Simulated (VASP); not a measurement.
# KCl (I4/mmm) in VASP: notebook

KCl is run at these levels: PBE, r2SCAN; tasks: single point.

All numbers are computed with VASP 6.6.1; they aren't measurements. Logs are shortened: lines on timing, memory, paths and dates and some standing lists are left out, and cuts for length are marked.

## (1) The cell of the first run

It takes space group I4/mmm (No. 139, tetragonal). Conventional cell: a = 4.447 Å, b = 4.447 Å, c = 6.655 Å, α = 90.00°, β = 90.00°, γ = 90.00°. K (site symmetry 4/mmm) has 6 Cl at 3.14 to 3.33 Å within 4.1 Å. Cl (site symmetry 4/mmm) has 6 K at 3.14 to 3.33 Å within 4.1 Å.

## (2) Single point, PBE (uniaxial x strain +5.8%)

Contents of INCAR:

```
  PREC = Accurate
  ENCUT = 520
  EDIFF = 1E-6
  ISMEAR = -1
  SIGMA = 0.02
  LREAL = F
  LASPH = T
  NELM = 100
  ALGO = Normal
  ISIF = 2
  LWAVE = F
  LCHARG = T
  GGA = PE
  LELF = T
  LVHAR = T
  NBANDS = 15
```

Contents of KPOINTS:

```
regular mesh
0
Gamma
  8 8 8
```

Contents of POSCAR:

```
KCl
1.0
    0.0000000000      3.1448483221      3.1448483221
    3.3275640096      0.0000000000      3.1448483221
    3.3275640096      3.1448483221      0.0000000000
K Cl
1 1
Direct
    0.0000000000      0.0000000000      0.0000000000
    0.5000000000      0.5000000000      0.5000000000
```

Potentials or basis: VASP PAW PBE potentials, release 64 (K_sv, Cl).

The run is started by

```
$ cat potpaw_PBE.64/K_sv/POTCAR potpaw_PBE.64/Cl/POTCAR > POTCAR
$ mpirun -np 1 vasp_std > vasp.out
```

OUTCAR:

```text
PREC = Accurate
   ENCUT = 520
   EDIFF = 1E-6
   ISMEAR = -1
   LREAL = F
   LASPH = T
   NELM = 100
   ISIF = 2
   GGA = PE

 ion  position               nearest neighbor table
   1  0.000  0.000  0.000-   2 3.14   2 3.14   2 3.14   2 3.14
   2  0.500  0.500  0.500-   1 3.14   1 3.14   1 3.14   1 3.14

  LATTYP: Found a body centered tetragonal cell.
 ALAT       =     4.4474871487
 C/A-ratio  =     1.4963793703

  Lattice vectors:

 A1 = (   3.3275640096,   0.0000000000,   3.1448483221)
 A2 = (   3.3275640096,   0.0000000000,  -3.1448483221)
 A3 = (  -3.3275640096,   3.1448483221,   0.0000000000)

Analysis of symmetry for initial positions (statically):
=====================================================================
 Subroutine PRICEL returns:
 Original cell was already a primitive cell.

 Routine SETGRP: Setting up the symmetry group for a
 body centered tetragonal supercell.

 Subroutine GETGRP returns: Found 16 space group operations
 (whereof 16 operations were pure point group operations)
 out of a pool of 16 trial point group operations.

The static configuration has the point symmetry D_4h.

Analysis of symmetry for dynamics (positions and initial velocities):
=====================================================================
 Subroutine PRICEL returns:
 Original cell was already a primitive cell.

 Routine SETGRP: Setting up the symmetry group for a
 body centered tetragonal supercell.

 Subroutine GETGRP returns: Found 16 space group operations
 (whereof 16 operations were pure point group operations)
 out of a pool of 16 trial point group operations.

The dynamic configuration has the point symmetry D_4h.

 Subroutine INISYM returns: Found 16 space group operations
 (whereof 16 operations are pure point group operations),
 and found     1 'primitive' translations

----------------------------------------------------------------------------------------

                                     Primitive cell

  volume of cell :      65.8197

  direct lattice vectors                    reciprocal lattice vectors
     0.000000000  3.144848322  3.144848322    -0.150260070  0.158990180  0.158990180
     3.327564010  0.000000000  3.144848322     0.150260070 -0.158990180  0.158990180
     3.327564010  3.144848322  0.000000000     0.150260070  0.158990180 -0.158990180

  length of vectors
     4.447487149  4.578509933  4.578509933     0.270432696  0.270432696  0.270432696

  position of ions in fractional coordinates (direct lattice)
     0.000000000  0.000000000  0.000000000
     0.500000000  0.500000000  0.500000000

  ion indices of the primitive-cell ions
   primitive index   ion index
                 1           1
                 2           2

----------------------------------------------------------------------------------------

 KPOINTS: regular mesh

Automatic generation of k-mesh.
 Grid dimensions read from file:
 generate k-points for:    8    8    8

 Generating k-lattice:

  Cartesian coordinates                     Fractional coordinates (reciprocal lattice)
    -0.018782509  0.019873772  0.019873772     0.125000000  0.000000000  0.000000000
     0.018782509 -0.019873772  0.019873772     0.000000000  0.125000000 -0.000000000
     0.018782509  0.019873772 -0.019873772     0.000000000 -0.000000000  0.125000000

  Length of vectors
     0.033804087  0.033804087  0.033804087

  Shift w.r.t. Gamma in fractional coordinates (k-lattice)
     0.000000000  0.000000000  0.000000000

 Subroutine IBZKPT returns following result:
 ===========================================

 Found     59 irreducible k-points:

 Following reciprocal coordinates:
            Coordinates               Weight
  0.000000  0.000000  0.000000      1.000000
  0.125000  0.000000  0.000000      8.000000
  0.250000  0.000000  0.000000      8.000000
  0.375000  0.000000  0.000000      8.000000
  0.500000  0.000000  0.000000      4.000000
  0.125000  0.125000  0.000000      4.000000
[... 16 lines left out ...]
  0.250000  0.125000  0.125000      4.000000
  0.375000  0.125000  0.125000      8.000000
 [... further k-points ...]
   k-points           NKPTS =     59   k-points in BZ     NKDIM =     59   number of bands    NBANDS=     15
   number of dos      NEDOS =    301   number of ions     NIONS =      2
   total plane-waves  NPLWV =  46656
   dimension x,y,z NGX =    36 NGY =   36 NGZ =   36
   dimension x,y,z NGXF=    72 NGYF=   72 NGZF=   72
   ions per type =               1   1
   NGX,Y,Z   is equivalent  to a cutoff of  13.46, 13.07, 13.07 a.u.
   NGXF,Y,Z  is equivalent  to a cutoff of  26.91, 26.14, 26.14 a.u.
 SYSTEM =  unknown system
   PREC   = accura    normal or accurate (medium, high low for compatibility)
   ISTART =      0    job   : 0-new  1-cont  2-samecut
   ICHARG =      2    charge: 1-file 2-atom 10-const
   ISPIN  =      1    spin polarized calculation?
   LNONCOLLINEAR =      F non collinear calculations
   LSORBIT =      F    spin-orbit coupling
   LASPH  =      T    aspherical Exc in radial PAW
   ENCUT  =  520.0 eV  38.22 Ry    6.18 a.u.   8.27  8.51  8.51*2*pi/ulx,y,z
   NELM   =    100;   NELMIN=  2; NELMDL= -5     # of ELM steps
   EDIFF  = 0.1E-05   stopping-criterion for ELM
   LREAL  =      F    real-space projection
   EDIFFG = 0.1E-04   stopping-criterion for IOM
   NSW    =      0    number of steps for IOM
   IBRION =     -1    ionic relax: 0-MD 1-quasi-New 2-CG
   NFREE  =      0    steps in history (QN), initial steepest desc. (CG)
   ISIF   =      2    stress and relaxation
   ISYM   =      2    0-nonsym 1-usesym 2-fastsym
   POTIM  = 0.5000    time-step for ionic-motion
   TEBEG  =    0.0;   TEEND  =   0.0 temperature during run
   PSTRESS=    0.0 pullay stress
   NELECT =      16.0000    total number of electrons
   NUPDOWN=      -1.0000    fix difference up-down
   EMIN   =  10.00;   EMAX   =-10.00  energy-range for DOS
   EFERMI =   0.00;   METHOD = LEGACY
   ISMEAR =    -1;   SIGMA  =   0.02  broadening in eV -4-tet -1-fermi 0-gaus
   EFERMI_NEDOS =   21; number of points for ismear=-14 and -15
   IALGO  =     38    algorithm
   IMIX   =      4    mixing-type and parameters
     AMIX     =   0.40;   BMIX     =  1.00
     AMIX_MAG =   1.60;   BMIX_MAG =  1.00
  volume/ion in A,a.u.               =      32.91       222.09
  Fermi-wavevector in a.u.,A,eV,Ry     =   1.021714  1.930760 14.203128  1.043900
  Thomas-Fermi vector in A             =   2.155354
   LORBIT       =      0    0 simple, 1 ext, 2 COOP (PROOUT), +10 PAW based schemes
   GGA     = PE    functional components
   LHFCALC =     F    Hartree Fock is set to
   AEXX    =    0.0000 exact exchange contribution
   IVDW    =     0    specifies the selected vdW correction
   LEPSILON=     F    determine dielectric tensor
   LRPA    =     F    only Hartree local field effects (RPA)
 non-spin polarized calculation
  energy-cutoff  :      520.00
  volume of cell :       65.82
 maximum number of plane-waves:      1803
 NGX is ok and might be reduce to    36
   NGX = 17   NGY = 17   NGZ = 17

 number of electron      15.9999999 magnetization

 Free energy of the ion-electron system (eV)
  ---------------------------------------------------
  ext. energy  EPLUGINS =         0.00000000
  ---------------------------------------------------
  free energy    TOTEN  =        -6.79932931 eV

  energy without entropy =       -6.79932931  energy(sigma->0) =       -6.79932931

 E-fermi :  -1.5863     XC(G=0):  -7.3133

 val. band max:       -2.0440859218   @ k =   0.0000   0.0000   0.0000
 cond. band min:       2.9439497315   @ k =   0.0000   0.0000   0.0000
 fundamental gap:      4.9880356534
 Fermi energy:        -1.5862586031

 k-point     1 :       0.0000    0.0000    0.0000
  band No.  band energies     occupation
      1     -29.3783      2.00000
      2     -14.1145      2.00000
      3     -12.8476      2.00000
      4     -12.8359      2.00000
      5     -12.8359      2.00000
      6      -2.0660      2.00000
      7      -2.0441      2.00000
      8      -2.0441      2.00000
      9       2.9439      0.00000
     10       6.0778      0.00000
     11       6.4131      0.00000
     12       6.4131      0.00000
     13       7.0340      0.00000
     14       7.2656      0.00000
     15      10.7488      0.00000

 k-point     2 :       0.1250    0.0000    0.0000
  band No.  band energies     occupation
      1     -29.3771      2.00000
      2     -14.1441      2.00000
      3     -12.8485      2.00000
      4     -12.8360      2.00000
      5     -12.8004      2.00000
      6      -2.2246      2.00000
      7      -2.1027      2.00000
      8      -2.0899      2.00000
      9       3.2970      0.00000
     10       6.1218      0.00000
     11       6.4362      0.00000
     12       6.5919      0.00000
     13       7.2247      0.00000
     14       7.4683      0.00000
     15      11.2927      0.00000

 k-point     3 :       0.2500    0.0000    0.0000
  band No.  band energies     occupation
      1     -29.3743      2.00000
      2     -14.2098      2.00000
      3     -12.8539      2.00000
      4     -12.8363      2.00000
      5     -12.7168      2.00000
      6      -2.5889      2.00000
      7      -2.2039      2.00000
      8      -2.1970      2.00000
      9       4.1457      0.00000
     10       6.0499      0.00000
     11       6.9196      0.00000
     12       7.1010      0.00000
     13       7.7493      0.00000
     14       8.0287      0.00000
     15      11.1154      0.00000
[... 343 lines left out ...]
 k-point    23 :       0.2500    0.1250    0.1250
  band No.  band energies     occupation
      1     -29.3752      2.00000
      2     -14.1955      2.00000
      3     -12.8594      2.00000
      4     -12.8325      2.00000
      5     -12.7305      2.00000
      6      -2.4697      2.00000
      7      -2.1750      2.00000
      8      -2.1517      2.00000
      9       3.7866      0.00000
     10       6.0184      0.00000
     11       6.7875      0.00000
     12       6.8478      0.00000
     13       7.4759      0.00000
     14       7.9478      0.00000
     15      11.7203      0.00000

 k-point    24 :       0.3750    0.1250    0.1250
  band No.  band energies     occupation
      1     -29.3724      2.00000
      2     -14.2478      2.00000
      3     -12.8706      2.00000
      4     -12.8327      2.00000
      5     -12.6591      2.00000
      6      -2.7609      2.00000
      7      -2.2771      2.00000
      8      -2.2584      2.00000
      9       4.6246      0.00000
     10       5.9370      0.00000
     11       7.3080      0.00000
     12       7.6158      0.00000
     13       7.8998      0.00000
     14       8.6947      0.00000
     15      10.5924      0.00000

 [... further k-points ...]

------------------------ aborting loop because EDIFF is reached ----------------------------------------

  FORCE on cell =-STRESS in cart. coord.  units (eV):
  Direction    XX          YY          ZZ          XY          YZ          ZX
  --------------------------------------------------------------------------------------
  -------------------------------------------------------------------------------------
  Total       -0.4116719      0.1753073      0.1753073      0.0000000      0.0000000      0.0000000
  in kB      -10.0208838      4.2673167      4.2673167      0.0000000      0.0000000      0.0000000
  external PRESSURE =      -0.4954168 kB  Pullay stress =       0.0000000 kB

 VOLUME and BASIS-vectors are now :
 -----------------------------------------------------------------------------
  energy-cutoff  :      520.00
  volume of cell :       65.82
      direct lattice vectors                 reciprocal lattice vectors
     0.000000000  3.144848322  3.144848322    -0.150260070  0.158990180  0.158990180
     3.327564010  0.000000000  3.144848322     0.150260070 -0.158990180  0.158990180
     3.327564010  3.144848322  0.000000000     0.150260070  0.158990180 -0.158990180

 POSITION                                       TOTAL-FORCE (eV/Angst)
 -----------------------------------------------------------------------------------
      0.00000      0.00000      0.00000         0.000000      0.000000      0.000000
      3.32756      3.14485      3.14485         0.000000      0.000000      0.000000
 -----------------------------------------------------------------------------------
    total drift:                                0.000000      0.000000      0.000000

  FREE ENERGIE OF THE ION-ELECTRON SYSTEM (eV)
  ---------------------------------------------------
  free  energy   TOTEN  =        -6.7993293097 eV

  energy  without entropy=       -6.7993293097  energy(sigma->0) =       -6.79932931
```

It took 41 s on 1 thread of AMD EPYC 9R45 (Zen 5), shared host; peak memory 0.2 GiB.

What came out:

* Free energy: -6.7993 eV
* Pressure: 0.0 GPa
* Band gap on the k mesh: 4.99 eV, direct

Stress tensor (GPa, compression positive):
```
-1.00  0.00  0.00
 0.00  0.43  0.00
 0.00  0.00  0.43
```

Levels at points of the mesh, in eV from the valence-band top:
```tsv
k point	band 5	band 6	band 7	band 8	band 9	band 10	band 11	band 12
(0.00, 0.00, 0.00)	-10.79	-0.02	0.00	0.00	4.99	8.12	8.46	8.46
(0.50, 0.00, 0.00)	-10.56	-0.98	-0.30	-0.29	7.42	8.36	10.31	10.39
(0.50, 0.50, 0.00)	-10.84	-0.60	-0.25	-0.23	6.54	8.11	9.86	10.18
(0.00, 0.50, 0.50)	-10.83	-0.67	-0.18	-0.18	6.62	8.06	9.50	10.05
```

Caveat: the cell differs from its parent crystal (uniaxial x strain +5.8%). A k mesh can miss the band edges.

[end of part 1 of 2]
